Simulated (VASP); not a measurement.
# AlSb2Br2 (P-3m1) in VASP: a series of runs, part 2 of 2

VASP 6.6.1.

### Step 3. Relaxation of cell and atoms, PBE

This run uses another cell than the first one, of 37.13 Å³/atom.

INCAR reads:

```
SYSTEM = AlSb2Br2
ALGO = Normal
EDIFF = 1E-6
EDIFFG = -0.01
ENCUT = 600
GGA = PE
IBRION = 2
ISIF = 3
ISMEAR = 0
LASPH = .True.
LCHARG = .False.
LREAL = .False.
LWAVE = .False.
NELM = 80
NSW = 100
PREC = Accurate
SIGMA = 0.1
```

KPOINTS reads:

```
k-points
0
Gamma
  12 12 4
  0 0 0
```

POSCAR reads:

```
AlSb2Br2
1.0
    4.0896911578      0.0000000000      0.0000000000
   -2.0448455789      3.5417764363      0.0000000000
    0.0000000000      0.0000000000     12.8177091632
Al Sb Br
1 2 2
Direct
    0.0000000000      0.0000000000      0.0000000000
    0.3333333333      0.6666666667      0.5641572673
    0.6666666667      0.3333333333      0.4358427327
    0.3333333333      0.6666666667      0.1126154709
    0.6666666667      0.3333333333      0.8873845291
```

Potentials or basis: VASP PAW PBE potentials, release 64 (Al, Sb, Br).

Launch:

```bash
$ cat potpaw_PBE.64/Al/POTCAR potpaw_PBE.64/Sb/POTCAR potpaw_PBE.64/Br/POTCAR > POTCAR
$ mpirun -np 1 vasp_std > vasp.out
```

OUTCAR:

```text
SYSTEM = AlSb2Br2
   EDIFF = 1E-6
   EDIFFG = -0.01
   ENCUT = 600
   GGA = PE
   IBRION = 2
   ISIF = 3
   ISMEAR = 0
   LASPH = .True.
   LREAL = .False.
   NELM = 80
   NSW = 100
   PREC = Accurate

 ion  position               nearest neighbor table
   1  0.000  0.000  0.000-   4 2.77   5 2.77   5 2.77   4 2.77   5 2.77   4 2.77
   2  0.333  0.667  0.564-   3 2.88   3 2.88   3 2.88
   3  0.667  0.333  0.436-   2 2.88   2 2.88   2 2.88
   4  0.333  0.667  0.113-   1 2.77   1 2.77   1 2.77
   5  0.667  0.333  0.887-   1 2.77   1 2.77   1 2.77

  LATTYP: Found a hexagonal cell.
 ALAT       =     4.0896911578
 C/A-ratio  =     3.1341508854

  Lattice vectors:

 A1 = (   4.0896911578,   0.0000000000,   0.0000000000)
 A2 = (  -2.0448455789,   3.5417764363,   0.0000000000)
 A3 = (   0.0000000000,   0.0000000000,  12.8177091632)

Analysis of symmetry for initial positions (statically):
=====================================================================
 Subroutine PRICEL returns:
 Original cell was already a primitive cell.

 Routine SETGRP: Setting up the symmetry group for a
 hexagonal supercell.

 Subroutine GETGRP returns: Found 12 space group operations
 (whereof 12 operations were pure point group operations)
[... 286 lines left out ...]

[... ionic steps 4 to 22 ...]

--------------------------------------- Ionic step       23  -------------------------------------------

 number of electron      27.0000002 magnetization

------------------------ aborting loop because EDIFF is reached ----------------------------------------
[... 73 lines left out ...]
--------------------------------------- Ionic step       25  -------------------------------------------

 number of electron      27.0000002 magnetization

 Free energy of the ion-electron system (eV)
  ---------------------------------------------------
  ext. energy  EPLUGINS =         0.00000000
  ---------------------------------------------------
  free energy    TOTEN  =       -16.83581215 eV

  energy without entropy =      -16.81783044  energy(sigma->0) =      -16.82682130

 E-fermi :   2.7521     XC(G=0):  -7.4869

 val. band max:        2.7440230458   @ k =   0.2500   0.0000   0.5000
 cond. band min:       2.7763036972   @ k =   0.2500   0.0833   0.0000
 fundamental gap:      0.0322806514
 Fermi energy:         2.7520641625

 k-point     1 :       0.0000    0.0000    0.0000
  band No.  band energies     occupation
      1     -13.9199      2.00000
      2     -13.3777      2.00000
      3      -9.0821      2.00000
      4      -4.0868      2.00000
      5      -3.6256      2.00000
      6      -1.0845      2.00000
[... 457 lines left out ...]
      4      -4.0839      2.00000
      5      -3.6637      2.00000
      6      -1.9357      2.00000
[... 9 lines left out ...]
     16       4.7370      0.00000
     17       5.6590      0.00000

 [... further k-points ...]

------------------------ aborting loop because EDIFF is reached ----------------------------------------

  FORCE on cell =-STRESS in cart. coord.  units (eV):
  Direction    XX          YY          ZZ          XY          YZ          ZX
  --------------------------------------------------------------------------------------
  -------------------------------------------------------------------------------------
  Total       -0.0035989     -0.0035989     -0.0100299      0.0000000      0.0000000      0.0000000
  in kB       -0.0303243     -0.0303243     -0.0845114      0.0000000      0.0000000      0.0000000
  external PRESSURE =      -0.0483866 kB  Pullay stress =       0.0000000 kB
[... 20 lines left out ...]
  FREE ENERGIE OF THE ION-ELECTRON SYSTEM (eV)
  ---------------------------------------------------
  free  energy   TOTEN  =       -16.8358121516 eV

  energy  without entropy=      -16.8178304427  energy(sigma->0) =      -16.82682130

 reached required accuracy - stopping structural energy minimisation
```

CONTCAR:

```text
AlSb2Br2
   1.00000000000000
     4.0681346238561460    0.0000000000000000   -0.0000000000000001
    -2.0340673119280730    3.5231079302868813    0.0000000000000004
    -0.0000000000000002    0.0000000000000004   13.2670046840408169
  Al              Sb              Br
     1     2     2
Direct
     0.0000000000000000    1.0000000000000000    0.0000000000000000
     0.3333333332999970    0.6666666667000030    0.5626830526351857
     0.6666666667000030    0.3333333332999970    0.4373169473648142
     0.3333333332999970    0.6666666667000030    0.1099789329899447
     0.6666666667000030    0.3333333332999970    0.8900210670100552

  0.00000000E+00  0.00000000E+00  0.00000000E+00
  0.00000000E+00  0.00000000E+00  0.00000000E+00
  0.00000000E+00  0.00000000E+00  0.00000000E+00
  0.00000000E+00  0.00000000E+00  0.00000000E+00
  0.00000000E+00  0.00000000E+00  0.00000000E+00
```

Run time: 23 min. Hardware: 1 thread of Intel Xeon 6975P-C (Granite Rapids), shared host; peak memory 0.63 GiB.

What came out:

* Free energy: -16.8358 eV
* Relaxed volume: 38.03 Å³/atom
* Relaxed cell: a = 4.068 Å, b = 4.068 Å, c = 13.267 Å, α = 90.00°, β = 90.00°, γ = 120.00°
* Space group after relaxing (to 0.1 Å): P-3m1 (No. 164)
* Energy gained by relaxing: 0.6 meV/atom
* Ionic steps: 25
* Pressure after relaxing: 0.0 GPa
* Largest force after relaxing: 0.007 eV/Å
* Band gap on the k mesh: zero (an odd number of electrons rules out a gap without spin polarisation)

Forces in eV/Å, atoms in the order of the input:
```
Al   0.000  0.000  0.000
Sb   0.000  0.000  0.001
Sb   0.000  0.000 -0.001
Br   0.000  0.000 -0.007
Br   0.000  0.000  0.007
```

The path:
```csv
step,energy change (eV),largest force (eV/Å),pressure (GPa),volume (Å³)
1,0.0000,0.0968,-0.03,185.66
2,-0.0014,0.0074,-0.07,185.47
3,-0.0016,0.0614,-0.08,185.34
4,-0.0020,0.0249,0.04,184.67
5,-0.0020,0.0259,0.04,184.68
6,-0.0020,0.0281,0.03,184.72
7,-0.0020,0.0267,0.02,184.70
8,-0.0021,0.0116,0.03,184.87
9,-0.0021,0.0041,0.02,185.02
10,-0.0021,0.0328,0.01,185.32
11,-0.0022,0.0127,0.02,185.11
12,-0.0022,0.0120,-0.02,185.37
13,-0.0022,0.0116,-0.02,185.38
14,-0.0023,0.0118,-0.01,185.40
15,-0.0023,0.0123,0.02,185.43
16,-0.0024,0.0119,0.02,185.65
17,-0.0025,0.0127,0.02,186.29
18,-0.0027,0.0259,0.02,187.57
19,-0.0027,0.0687,0.03,190.15
20,-0.0027,0.0475,0.03,188.82
21,-0.0028,0.0433,0.02,188.94
22,-0.0028,0.0304,0.00,189.32
23,-0.0029,0.0159,-0.04,190.06
24,-0.0029,0.0137,-0.03,190.08
25,-0.0029,0.0070,0.00,190.15
```

Final structure:
```cif
data_structure
_symmetry_space_group_name_H-M 'P 1'
_symmetry_Int_Tables_number 1
_cell_length_a 4.0681
_cell_length_b 4.0681
_cell_length_c 13.2670
_cell_angle_alpha 90.000
_cell_angle_beta 90.000
_cell_angle_gamma 120.000
_cell_volume 190.15
loop_
_atom_site_label
_atom_site_type_symbol
_atom_site_fract_x
_atom_site_fract_y
_atom_site_fract_z
_atom_site_occupancy
Al1 Al 0.00000 0.00000 0.00000 1
Sb1 Sb 0.33333 0.66667 0.56268 1
Sb2 Sb 0.66667 0.33333 0.43732 1
Br1 Br 0.33333 0.66667 0.10998 1
Br2 Br 0.66667 0.33333 0.89002 1
```

Levels at points of the mesh, in eV from the Fermi level:
| k point | band 12 | band 13 | band 14 | band 15 | band 16 | band 17 |
| --- | --- | --- | --- | --- | --- | --- |
| (0.00, 0.00, 0.00) | -0.51 | -0.34 | -0.34 | 1.22 | 1.44 | 2.43 |
| (0.50, 0.00, 0.00) | -1.99 | -1.96 | -0.42 | 1.22 | 1.79 | 2.61 |
| (0.00, 0.00, 0.50) | -0.77 | -0.34 | -0.34 | 1.34 | 1.36 | 2.43 |
| (0.50, 0.00, 0.50) | -2.00 | -1.96 | -0.41 | 1.20 | 1.91 | 2.44 |

Caveat: spin-orbit coupling is left out, which moves the levels of the heavy elements; this functional lacks dispersion, which binds layers or chains, so the pressure and a relaxed spacing across them are unreliable; an odd number of electrons without spin polarisation forces a metal; a magnetic or distorted state may lie lower.

The gap in the log of VASP goes by the Fermi energy; the results here count the filled bands.